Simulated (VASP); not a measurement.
Here is a VASP 6.6.1 calculation.

Contents of INCAR:

```
SYSTEM = Sr
  PREC = Accurate
  ENCUT = 520
  EDIFF = 1E-7
  ISMEAR = -1
  SIGMA = 0.1
  LREAL = .FALSE.
  LASPH = .TRUE.
  NELM = 60
  ALGO = Normal
  ISIF = 2
  LWAVE = .FALSE.
  LCHARG = .FALSE.
  GGA = B5
  ALDAX = 1.0
  AGGAX = 1.0
  AGGAC = 1.0
  ALDAC = 0.0
  NBANDS = 11
```

Contents of KPOINTS:

```
Automatic mesh
0
G
  11 11 11
  0 0 0
```

The input POSCAR:

```
Sr
1.0
   -2.4963332561      2.4963332561      2.4963332561
    2.4963332561     -2.4963332561      2.4963332561
    2.4963332561      2.4963332561     -2.4963332561
Sr
1
Direct
    0.0000000000      0.0000000000      0.0000000000
```

Potentials or basis: VASP PAW PBE potentials, release 64 (Sr_sv).

The run is started by

```console
$ cat potpaw_PBE.64/Sr_sv/POTCAR > POTCAR
$ mpirun -np 1 vasp_std > vasp.out
```

Estimate the pressure.

-0.9 GPa.

Estimate the band gap on the k mesh.

zero (bands 5 and 6 overlap by 0.27 eV).

Caveat: the PAW data sets were made with another functional, which shifts forces and pressure a little.
